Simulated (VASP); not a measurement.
# Co (P6_3/mmc) in VASP: a series of runs

Co is run at these levels: PBE; tasks: single point.

Program: VASP 6.6.1. These are calculated values, not measurements. Logs are shortened: lines on timing, memory, paths and dates and some standing lists are left out, and cuts for length are marked.

## Step 1: The cell of the first run

The structure is hexagonal, space group P6_3/mmc (No. 194). Conventional cell: a = 2.345 Å, b = 2.345 Å, c = 9.139 Å, α = 90.00°, β = 90.00°, γ = 120.00°. Co (site symmetry -3m) has 12 Co at 2.34 to 2.66 Å within 3.1 Å. Co (site symmetry -6m2) has 12 Co at 2.34 to 2.66 Å within 3.1 Å.

## Step 2: Single point, PBE, collinear spin, ferromagnetic start

Contents of INCAR:

```
PREC = Accurate ; ENCUT = 520
EDIFF = 1E-6 ; ISMEAR = 0
SIGMA = 0.15 ; LREAL = False
LASPH = True ; NELM = 150
ALGO = Normal ; ISIF = 2
LWAVE = False ; LCHARG = False
ISPIN = 2 ; MAGMOM = 1.86 1.88 1.86 1.88
LORBIT = 11 ; LMAXMIX = 4
GGA = PE ; NBANDS = 30
```

Contents of KPOINTS:

```
regular mesh
0
Gamma
  24 24 8
```

Contents of POSCAR:

```
Co
1.0
    2.3446806801      0.0000000000      0.0000000000
   -1.1723403401      2.0305530328      0.0000000000
    0.0000000000      0.0000000000      9.1393240088
Co
4
Direct
    0.0000000000      0.0000000000      0.0000000000
    0.3333333333      0.6666666667      0.2500000000
    0.0000000000      0.0000000000      0.5000000000
    0.6666666667      0.3333333333      0.7500000000
```

Potentials or basis: VASP PAW PBE potentials, release 64 (Co).

Launch:

```
> cat potpaw_PBE.64/Co/POTCAR > POTCAR
> mpirun -np 1 vasp_std > vasp.out
```

OUTCAR:

```text
PREC = Accurate
   ENCUT = 520
   EDIFF = 1E-6
   ISMEAR = 0
   LREAL = False
   LASPH = True
   NELM = 150
   ISIF = 2
   ISPIN = 2
   LORBIT = 11
   GGA = PE

 ion  position               nearest neighbor table
   1  0.000  0.000  0.000-   2 2.66   4 2.66   4 2.66   2 2.66   4 2.66   2 2.66
   2  0.333  0.667  0.250-   1 2.66   3 2.66   1 2.66   3 2.66   1 2.66   3 2.66
   3  0.000  0.000  0.500-   2 2.66   4 2.66   4 2.66   2 2.66   4 2.66   2 2.66
   4  0.667  0.333  0.750-   1 2.66   3 2.66   1 2.66   3 2.66   1 2.66   3 2.66

  LATTYP: Found a hexagonal cell.
 ALAT       =     2.3446806801
 C/A-ratio  =     3.8978970938

  Lattice vectors:

 A1 = (   2.3446806801,   0.0000000000,   0.0000000000)
 A2 = (  -1.1723403401,   2.0305530328,   0.0000000000)
 A3 = (   0.0000000000,   0.0000000000,   9.1393240088)

Analysis of symmetry for initial positions (statically):
=====================================================================
 Subroutine PRICEL returns:
 Original cell was already a primitive cell.

 Routine SETGRP: Setting up the symmetry group for a
 hexagonal supercell.

 Subroutine GETGRP returns: Found 24 space group operations
 (whereof 12 operations were pure point group operations)
 out of a pool of 24 trial point group operations.

The static configuration has the point symmetry D_3d.
 The point group associated with its full space group is D_6h.

Analysis of symmetry for dynamics (positions and initial velocities):
=====================================================================
 Subroutine PRICEL returns:
 Original cell was already a primitive cell.

 Routine SETGRP: Setting up the symmetry group for a
 hexagonal supercell.

 Subroutine GETGRP returns: Found 24 space group operations
 (whereof 12 operations were pure point group operations)
 out of a pool of 24 trial point group operations.

The dynamic configuration has the point symmetry D_3d.
 The point group associated with its full space group is D_6h.

Analysis of structural, dynamic, and magnetic symmetry:
=====================================================================
 Subroutine PRICEL returns:
 Original cell was already a primitive cell.

 Routine SETGRP: Setting up the symmetry group for a
 hexagonal supercell.

 Subroutine GETGRP returns: Found 24 space group operations
 (whereof 12 operations were pure point group operations)
 out of a pool of 24 trial point group operations.

The overall configuration has the point symmetry D_3d.
 The point group associated with its full space group is D_6h.

 Subroutine INISYM returns: Found 24 space group operations
 (whereof 12 operations are pure point group operations),
 and found     1 'primitive' translations

----------------------------------------------------------------------------------------

                                     Primitive cell

  volume of cell :      43.5123

  direct lattice vectors                    reciprocal lattice vectors
     2.344680680  0.000000000  0.000000000     0.426497309  0.246238336  0.000000000
    -1.172340340  2.030553033  0.000000000     0.000000000  0.492476672  0.000000000
     0.000000000  0.000000000  9.139324009     0.000000000  0.000000000  0.109417283

  length of vectors
     2.344680680  2.344680680  9.139324009     0.492476672  0.492476672  0.109417283

  position of ions in fractional coordinates (direct lattice)
     0.000000000  0.000000000  0.000000000
     0.333333333  0.666666667  0.250000000
     0.000000000  0.000000000  0.500000000
     0.666666667  0.333333333  0.750000000

  ion indices of the primitive-cell ions
   primitive index   ion index
                 1           1
                 2           2
                 3           3
                 4           4

----------------------------------------------------------------------------------------

 KPOINTS: regular mesh

Automatic generation of k-mesh.
 Grid dimensions read from file:
 generate k-points for:   24   24    8

 Generating k-lattice:

  Cartesian coordinates                     Fractional coordinates (reciprocal lattice)
     0.017770721  0.010259931  0.000000000     0.041666667 -0.000000000  0.000000000
     0.000000000  0.020519861  0.000000000     0.000000000  0.041666667  0.000000000
     0.000000000  0.000000000  0.013677160     0.000000000  0.000000000  0.125000000

  Length of vectors
     0.020519861  0.020519861  0.013677160

  Shift w.r.t. Gamma in fractional coordinates (k-lattice)
     0.000000000  0.000000000  0.000000000

 Subroutine IBZKPT returns following result:
 ===========================================

 Found    305 irreducible k-points:

 Following reciprocal coordinates:
            Coordinates               Weight
  0.000000  0.000000  0.000000      1.000000
  0.041667  0.000000  0.000000      6.000000
  0.083333  0.000000  0.000000      6.000000
  0.125000  0.000000  0.000000      6.000000
  0.166667  0.000000  0.000000      6.000000
  0.208333  0.000000  0.000000      6.000000
[... 16 lines left out ...]
  0.416667  0.041667  0.000000     12.000000
  0.458333  0.041667  0.000000     12.000000
 [... further k-points ...]
   k-points           NKPTS =    305   k-points in BZ     NKDIM =    305   number of bands    NBANDS=     30
   number of dos      NEDOS =    301   number of ions     NIONS =      4
   total plane-waves  NPLWV =  22680
   dimension x,y,z NGX =    18 NGY =   18 NGZ =   70
   dimension x,y,z NGXF=    36 NGYF=   36 NGZF=  140
   ions per type =               4
   NGX,Y,Z   is equivalent  to a cutoff of  12.76, 12.76, 12.73 a.u.
   NGXF,Y,Z  is equivalent  to a cutoff of  25.53, 25.53, 25.47 a.u.
 SYSTEM =  unknown system
   PREC   = accura    normal or accurate (medium, high low for compatibility)
   ISTART =      0    job   : 0-new  1-cont  2-samecut
   ICHARG =      2    charge: 1-file 2-atom 10-const
   ISPIN  =      2    spin polarized calculation?
   LNONCOLLINEAR =      F non collinear calculations
   LSORBIT =      F    spin-orbit coupling
   LASPH  =      T    aspherical Exc in radial PAW
   ENCUT  =  520.0 eV  38.22 Ry    6.18 a.u.   4.36  4.36 16.99*2*pi/ulx,y,z
   NELM   =    150;   NELMIN=  2; NELMDL= -5     # of ELM steps
   EDIFF  = 0.1E-05   stopping-criterion for ELM
   LREAL  =      F    real-space projection
   EDIFFG = 0.1E-04   stopping-criterion for IOM
   NSW    =      0    number of steps for IOM
   IBRION =     -1    ionic relax: 0-MD 1-quasi-New 2-CG
   NFREE  =      0    steps in history (QN), initial steepest desc. (CG)
   ISIF   =      2    stress and relaxation
   ISYM   =      2    0-nonsym 1-usesym 2-fastsym
   POTIM  = 0.5000    time-step for ionic-motion
   TEBEG  =    0.0;   TEEND  =   0.0 temperature during run
   PSTRESS=    0.0 pullay stress
   NELECT =      36.0000    total number of electrons
   NUPDOWN=      -1.0000    fix difference up-down
   EMIN   =  10.00;   EMAX   =-10.00  energy-range for DOS
   EFERMI =   0.00;   METHOD = LEGACY
   ISMEAR =     0;   SIGMA  =   0.15  broadening in eV -4-tet -1-fermi 0-gaus
   EFERMI_NEDOS =   21; number of points for ismear=-14 and -15
   IALGO  =     38    algorithm
   IMIX   =      4    mixing-type and parameters
     AMIX     =   0.40;   BMIX     =  1.00
     AMIX_MAG =   1.60;   BMIX_MAG =  1.00
  volume/ion in A,a.u.               =      10.88        73.41
  Fermi-wavevector in a.u.,A,eV,Ry     =   1.536874  2.904271 32.136716  2.361982
  Thomas-Fermi vector in A             =   2.643462
   LORBIT       =     11    0 simple, 1 ext, 2 COOP (PROOUT), +10 PAW based schemes
   GGA     = PE    functional components
   LHFCALC =     F    Hartree Fock is set to
   AEXX    =    0.0000 exact exchange contribution
   IVDW    =     0    specifies the selected vdW correction
   LEPSILON=     F    determine dielectric tensor
   LRPA    =     F    only Hartree local field effects (RPA)
 spin polarized calculation
 Gauss-broadening in eV      SIGMA  =   0.15
  energy-cutoff  :      520.00
  volume of cell :       43.51
 maximum number of plane-waves:      1227
 NGX is ok and might be reduce to    18

 number of electron      35.9999999 magnetization       6.5936123

 Free energy of the ion-electron system (eV)
  ---------------------------------------------------
  ext. energy  EPLUGINS =         0.00000000
  ---------------------------------------------------
  free energy    TOTEN  =       -27.27471681 eV

  energy without entropy =      -27.21897026  energy(sigma->0) =      -27.24684353

 E-fermi :  10.3823     XC(G=0): -13.3619

 val. band max:       10.3818730494   @ k =   0.1667   0.0833   0.1250
 cond. band min:      10.3835087873   @ k =   0.2083   0.0417   0.2500
 fundamental gap:      0.0016357379
 Fermi energy:        10.3822884339

 spin component 1

 k-point     1 :       0.0000    0.0000    0.0000
  band No.  band energies     occupation
      1       1.3340      1.00000
      2       3.0512      1.00000
      3       3.0513      1.00000
      4       4.7266      1.00000
      5       6.7020      1.00000
      6       6.7103      1.00000
[... 22 lines left out ...]
     29      34.6435      0.00000
     30      35.2942      0.00000

 k-point     2 :       0.0417    0.0000    0.0000
  band No.  band energies     occupation
      1       1.4043      1.00000
      2       3.1154      1.00000
      3       3.1154      1.00000
      4       4.7819      1.00000
      5       6.7014      1.00000
      6       6.7072      1.00000
[... 22 lines left out ...]
     29      34.3364      0.00000
     30      35.2342      0.00000

 k-point     3 :       0.0833    0.0000    0.0000
  band No.  band energies     occupation
      1       1.6130      1.00000
      2       3.3039      1.00000
      3       3.3039      1.00000
      4       4.9426      1.00000
      5       6.6976      1.00000
      6       6.6994      1.00000
[... 682 lines left out ...]
     29      22.7671      0.00000
     30      23.6588      0.00000

 k-point    24 :       0.4583    0.0417    0.0000
  band No.  band energies     occupation
      1       5.1023      1.00000
      2       5.1276      1.00000
      3       5.3639      1.00000
      4       5.4973      1.00000
      5       5.7958      1.00000
      6       6.1371      1.00000
[... 22 lines left out ...]
     29      21.6987      0.00000
     30      22.7126      0.00000

 [... further k-points ...]

 spin component 2

 k-point     1 :       0.0000    0.0000    0.0000
  band No.  band energies     occupation
      1       1.3790      1.00000
      2       3.1526      1.00000
      3       3.1535      1.00000
      4       5.4861      1.00000
      5       7.9193      1.00000
      6       7.9211      1.00000
[... 22 lines left out ...]
     29      34.3838      0.00000
     30      35.2415      0.00000

 k-point     2 :       0.0417    0.0000    0.0000
  band No.  band energies     occupation
      1       1.4494      1.00000
      2       3.2175      1.00000
      3       3.2184      1.00000
      4       5.5471      1.00000
      5       7.9247      1.00000
      6       7.9291      1.00000
[... 22 lines left out ...]
     29      34.1331      0.00000
     30      35.0021      0.00000

 k-point     3 :       0.0833    0.0000    0.0000
  band No.  band energies     occupation
      1       1.6588      1.00000
      2       3.4092      1.00000
      3       3.4101      1.00000
      4       5.7252      1.00000
      5       7.9389      1.00000
      6       7.9513      1.00000
[... 682 lines left out ...]
     29      23.2492      0.00000
     30      24.1603      0.00000

 k-point    24 :       0.4583    0.0417    0.0000
  band No.  band energies     occupation
      1       6.1695      1.00000
      2       6.2278      1.00000
      3       6.4655      1.00000
      4       6.6115      1.00000
      5       7.1006      1.00000
      6       7.4846      1.00000
[... 22 lines left out ...]
     29      22.3103      0.00000
     30      23.3109      0.00000

 [... further k-points ...]
[... 5 lines left out ...]
  --------------------------------------------------------------------------------------
  -------------------------------------------------------------------------------------
  Total        6.8919744      6.8919744     -6.9403715     -0.0000000      0.0000000      0.0000000
  in kB      253.7710757    253.7710757   -255.5531183     -0.0000000      0.0000000      0.0000000
  external PRESSURE =      83.9963444 kB  Pullay stress =       0.0000000 kB

 VOLUME and BASIS-vectors are now :
 -----------------------------------------------------------------------------
  energy-cutoff  :      520.00
  volume of cell :       43.51
      direct lattice vectors                 reciprocal lattice vectors
     2.344680680  0.000000000  0.000000000     0.426497309  0.246238336  0.000000000
    -1.172340340  2.030553033  0.000000000     0.000000000  0.492476672  0.000000000
     0.000000000  0.000000000  9.139324009     0.000000000  0.000000000  0.109417283

 POSITION                                       TOTAL-FORCE (eV/Angst)
 -----------------------------------------------------------------------------------
      0.00000      0.00000      0.00000        -0.000000     -0.000000      0.000000
     -0.00000      1.35370      2.28483         0.000000     -0.000000      0.000000
      0.00000      0.00000      4.56966        -0.000000     -0.000000      0.000000
      1.17234      0.67685      6.85449        -0.000000      0.000000     -0.000000
 -----------------------------------------------------------------------------------
    total drift:                                0.000000     -0.000000      0.000000

  FREE ENERGIE OF THE ION-ELECTRON SYSTEM (eV)
  ---------------------------------------------------
  free  energy   TOTEN  =       -27.2747168108 eV

  energy  without entropy=      -27.2189702553  energy(sigma->0) =      -27.24684353

 total charge

# of ion       s       p       d       tot
------------------------------------------
    1        0.504   0.532   7.283   8.320
    2        0.504   0.534   7.283   8.321
    3        0.504   0.532   7.283   8.320
    4        0.504   0.534   7.283   8.321
--------------------------------------------------
tot          2.017   2.133  29.133  33.283

 magnetization (x)

# of ion       s       p       d       tot
------------------------------------------
    1       -0.009  -0.044   1.712   1.658
    2       -0.009  -0.045   1.712   1.658
    3       -0.009  -0.044   1.712   1.658
    4       -0.009  -0.045   1.712   1.658
--------------------------------------------------
tot         -0.037  -0.177   6.848   6.633
```

Wall time 19 min (1 thread of Oxide Virtual Turin-like, shared host); peak memory 0.55 GiB.

What came out:

```yaml
Free_energy: -27.2747 eV
Pressure: 8.4 GPa
Net_moment: 6.59 μB per cell
Site_moments: Co +1.66 μB
Valence_electrons_inside_the_program's_atomic_spheres: Co 8.32
```

Caveat: the cell stands under pressure.

## Step 3: Single point, PBE, collinear spin, ferromagnetic start

This run uses another cell than the first one, of the same volume but with other edges.

Contents of INCAR:

```
SYSTEM = Co
PREC     = Accurate       ! precision mode
ENCUT    = 520            ! plane-wave cutoff, eV
EDIFF    = 1E-7           ! SCF threshold, eV
ISMEAR   = 0              ! smearing method
SIGMA    = 0.15           ! smearing width, eV
LREAL    = .FALSE.        ! projectors in reciprocal space
LASPH    = .TRUE.         ! aspherical terms in the spheres
NELM     = 150            ! most SCF steps
ALGO     = Normal         ! electronic algorithm
ISIF     = 2              ! what is computed and relaxed
LWAVE    = .FALSE.        ! write WAVECAR
LCHARG   = .FALSE.        ! write CHGCAR
ISPIN    = 2              ! spin polarisation
MAGMOM   = 1.86 1.88 1.86 1.88 ! initial moments
LORBIT   = 11             ! projections on sites
LMAXMIX  = 4              ! l up to which the mixer works
GGA      = PE             ! functional
NBANDS   = 30             ! bands
```

Contents of KPOINTS:

```
regular mesh
0
G
  24 24 8
  0 0 0
```

Contents of POSCAR:

```
Co
1.0
    2.4136811118      0.0000000000      0.0000000000
   -1.2068405559      2.0903091594      0.0000000000
    0.0000000000      0.0000000000      8.6242572082
Co
4
Direct
    0.0000000000      0.0000000000      0.0000000000
    0.3333333333      0.6666666667      0.2500000000
    0.0000000000      0.0000000000      0.5000000000
    0.6666666667      0.3333333333      0.7500000000
```

Potentials or basis: VASP PAW PBE potentials, release 64 (Co).

Launch:

```
> cat potpaw_PBE.64/Co/POTCAR > POTCAR
> mpirun -np 1 vasp_std > vasp.out
```

It took 30 min on 1 thread of Oxide Virtual Turin-like, shared host; peak memory 0.54 GiB.

The run converged. Its results:

| Quantity | Value |
| --- | --- |
| Free energy | -27.8959 eV |
| Pressure | 2.0 GPa |
| Net moment | 6.56 μB per cell |
| Site moments | Co +1.65, +1.66 (each value once) μB |
| Valence electrons inside the program's atomic spheres | Co 8.28 |

Stress tensor (GPa, compression positive):
```
 11.29   0.00   0.00
  0.00  11.29   0.00
  0.00   0.00 -16.62
```

Levels at points of the mesh, in eV from the Fermi level:
Spin up:
| k point | band 18 | band 19 | band 20 | band 21 | band 22 | band 23 | band 24 | band 25 |
| --- | --- | --- | --- | --- | --- | --- | --- | --- |
| (0.00, 0.00, 0.00) | -1.43 | -1.43 | -1.27 | -1.27 | -1.19 | -0.96 | -0.96 | 4.84 |
| (0.50, 0.00, 0.00) | -0.47 | -0.46 | -0.43 | 0.48 | 1.47 | 2.57 | 3.23 | 7.15 |
| (0.00, 0.00, 0.50) | -1.60 | -1.60 | -1.60 | -1.08 | -1.08 | -1.08 | -1.08 | 7.44 |
| (0.50, 0.00, 0.50) | -0.50 | -0.44 | -0.44 | 1.34 | 1.34 | 2.87 | 2.87 | 7.36 |
Spin down:
```tsv
k point	band 11	band 12	band 13	band 14	band 15	band 16	band 17	band 18
(0.00, 0.00, 0.00)	-1.02	-1.02	-0.91	-0.91	-0.85	-0.85	0.27	0.27
(0.50, 0.00, 0.00)	-0.74	0.08	0.09	0.67	1.00	1.07	1.15	1.35
(0.00, 0.00, 0.50)	-1.02	-1.02	-0.90	-0.90	-0.90	-0.90	0.38	0.38
(0.50, 0.00, 0.50)	-0.51	-0.51	-0.31	-0.31	0.76	0.76	1.36	1.36
```
